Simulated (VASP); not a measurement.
B4Ru, 5 atoms in the cell. Symmetry: P4/mmm, No. 123, tetragonal system. Conventional cell: a = 2.631 Å, b = 2.631 Å, c = 6.728 Å, α = 90.00°, β = 90.00°, γ = 90.00°. Within 2.4 Å of B (site symmetry 4mm) lie 5 B at 1.77 to 2.37 Å and 1 Ru at 2.18 Å. Within 2.3 Å of B (site symmetry mmm) lie 8 B at 1.77 to 1.86 Å. Within 2.9 Å of Ru (site symmetry 4/mmm) lie 2 B at 2.18 Å and 4 Ru at 2.63 Å. The cell was generated, and may not be a known phase.

| Item | Value |
| --- | --- |
| Program | VASP 6.6.1 |
| Task | single point |
| Functional | PBE |
| Potentials or basis | VASP PAW PBE potentials, release 64 (B, Ru_sv) |
| Cutoff | 560 eV |
| k mesh | 6 × 6 × 4 |
| Occupations | gaussian, width 0.1 eV |
| Spin | collinear spin, ferromagnetic start |
| Starting moments | [0.0, 0.0, 0.0, 0.0, 1.0] μB |
| Dipole correction | no |
| Further INCAR settings | ALGO = Normal; EDIFF = 1e-06; NBANDS = 26 |

Potentials or basis: VASP PAW PBE potentials, release 64 (B, Ru_sv).

Run with:

```sh
$ cat potpaw_PBE.64/B/POTCAR potpaw_PBE.64/Ru_sv/POTCAR > POTCAR
$ mpirun -np 1 vasp_std > vasp.out
```

Hardware: 1 thread of Intel(R) Xeon(R) 6975P-C (Granite Rapids), on a shared host.

How long does it take, and how much memory?

It took 40 s on 1 thread of Intel(R) Xeon(R) 6975P-C (Granite Rapids), on a shared host, peak memory 0.2 GiB. Counts: scf iterations 19, k points 30.
